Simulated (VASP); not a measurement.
## PdRhC6N6: single point with PBE

PdRhC6N6:

```
CELL_PARAMETERS angstrom
0.00000 5.23060 5.23060
5.23060 0.00000 5.23060
5.23060 5.23060 0.00000
ATOMIC_POSITIONS crystal
Pd 0.50000 0.50000 0.50000
Rh 0.00000 0.00000 0.00000
C 0.80837 0.19163 0.19163
C 0.19163 0.80837 0.19163
C 0.19163 0.19163 0.80837
C 0.19163 0.80837 0.80837
C 0.80837 0.19163 0.80837
C 0.80837 0.80837 0.19163
N 0.69728 0.30272 0.30272
N 0.30272 0.69728 0.30272
N 0.30272 0.30272 0.69728
N 0.30272 0.69728 0.69728
N 0.69728 0.30272 0.69728
N 0.69728 0.69728 0.30272
```

```yaml
Program: VASP 6.6.1
Task: single point
Functional: PBE
Potentials_or_basis: VASP PAW PBE potentials, release 64 (Pd, Rh_pv, C, N)
Cutoff: 520 eV
k_mesh: 4 × 4 × 4
Occupations: gaussian, width 0.1 eV
Spin: collinear spin, ferromagnetic start
Starting_moments: "[0.0, 1.0, 0.0, 0.0, 0.0, 0.0, 0.0, 0.0, 0.0, 0.0, 0.0, 0.0, 0.0, 0.0] μB"
```

| Item | Value |
| --- | --- |
| Pressure | 0.6 GPa |
| Largest force | 0.438 eV/Å |
| Band gap on the k mesh | zero (filled and empty bands overlap) |
| Net moment | 1.00 μB per cell |
| Site moments | Pd +0.60; Rh +0.03; C +0.00; N +0.05 μB |
| Valence electrons inside the program's atomic spheres | Pd 9.44; Rh 14.10; C 2.59; N 3.89 |

Forces in eV/Å, atoms in the order of the input:
```
Pd   0.000  0.000  0.000
Rh   0.000  0.000  0.000
C   -0.426  0.000  0.000
C    0.000 -0.426  0.000
C    0.000  0.000 -0.426
C    0.426  0.000  0.000
C    0.000  0.426  0.000
C    0.000  0.000  0.426
N    0.438  0.000  0.000
N    0.000  0.438  0.000
N    0.000  0.000  0.438
N   -0.438  0.000  0.000
N    0.000 -0.438  0.000
N    0.000  0.000 -0.438
```

Levels at points of the mesh, in eV from the Fermi level:
Spin up:
```csv
k point,band 36,band 37,band 38,band 39,band 40,band 41,band 42,band 43,band 44,band 45
"(0.00, 0.00, 0.00)",-3.23,-1.97,-1.97,-1.97,-0.21,-0.21,3.69,3.69,4.02,4.02
"(0.50, 0.00, 0.00)",-2.72,-2.35,-2.29,-2.29,0.14,0.14,3.48,3.48,4.15,4.33
"(0.50, 0.50, 0.00)",-2.67,-2.07,-2.07,-1.98,-0.21,-0.02,3.39,3.74,3.92,4.31
```
Spin down:
```tsv
k point	band 37	band 38	band 39	band 40	band 41	band 42
(0.00, 0.00, 0.00)	-1.88	-1.88	-1.88	0.38	0.38	3.74
(0.50, 0.00, 0.00)	-2.31	-2.26	-2.26	0.73	0.73	3.50
(0.50, 0.50, 0.00)	-2.03	-2.03	-1.88	0.38	0.59	3.42
```

Run time: 12 min on 1 thread of Intel Xeon 8259CL, on a shared host, peak memory 0.68 GiB.
